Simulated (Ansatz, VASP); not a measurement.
# One calculation of Re, two programs

The input INCAR:

```
SYSTEM = Re
PREC     = Accurate       ! precision mode
ENCUT    = 520            ! plane-wave cutoff, eV
EDIFF    = 1E-6           ! SCF threshold, eV
ISMEAR   = -1             ! smearing method
SIGMA    = 0.03           ! smearing width, eV
LREAL    = .FALSE.        ! projectors in reciprocal space
LASPH    = .TRUE.         ! aspherical terms in the spheres
NELM     = 100            ! most SCF steps
ALGO     = Normal         ! electronic algorithm
ISIF     = 2              ! what is computed and relaxed
LWAVE    = .FALSE.        ! write WAVECAR
LCHARG   = .TRUE.         ! write CHGCAR
GGA      = PE             ! functional
LELF     = .TRUE.         ! ELF
LVHAR    = .TRUE.       
NBANDS   = 10             ! bands
```

File KPOINTS:

```
Automatic mesh
0
G
  14 14 14
  0 0 0
```

The input POSCAR:

```
Re
1.0
    0.0000000000      1.9483075387      1.9483075387
    1.9483075387      0.0000000000      1.9483075387
    1.9483075387      1.9483075387      0.0000000000
Re
1
Direct
    0.0000000000      0.0000000000      0.0000000000
```

Input for Ansatz:

```yaml
crystal:
  lattice:
    - [0.0, 1.9483075387, 1.9483075387]
    - [1.9483075387, 0.0, 1.9483075387]
    - [1.9483075387, 1.9483075387, 0.0]
  atoms:
    - { symbol: Re, position: [0.0, 0.0, 0.0] }
kpoints:
  mp_grid: { grid: [14, 14, 14] }
  band_path:
    path:
      - [0.0, 0.0, 0.0]
      - [0.5, 0.0, 0.5]
      - [0.625, 0.25, 0.625]
      - [0.375, 0.375, 0.75]
      - [0.0, 0.0, 0.0]
      - [0.5, 0.5, 0.5]
      - [0.5, 0.25, 0.75]
      - [0.5, 0.0, 0.5]
    npoints: 5
scf:
  occupations: { method: fermi_dirac, width: 0.03 }
hamiltonian:
  xc: pbe
  pseudopotentials: { kind: all_electron, lapw: { basis_error: 0.001 } }
output:
  forces: true
  stress: true
  eigenvalues: true
```

Change from the starting cell: volume scaled by 0.96.

Alike in both runs: task single point; functional PBE; k mesh 14 × 14 × 14; occupations fermi-dirac, width 0.03 eV; no spin polarisation.

|  | VASP | Ansatz |
| --- | --- | --- |
| version | VASP 6.6.1 | Ansatz 0.2.0 |
| potentials or method | VASP PAW PBE potentials, release 64 (Re), cutoff 520 eV | all-electron LAPW, scalar-relativistic |

```tsv
	VASP	Ansatz	Ansatz less VASP
pressure (GPa)	4.7	5.2	+0.57
```

Ansatz ran all-electron here, and VASP with PAW potentials.

Neither program's run includes spin-orbit coupling.
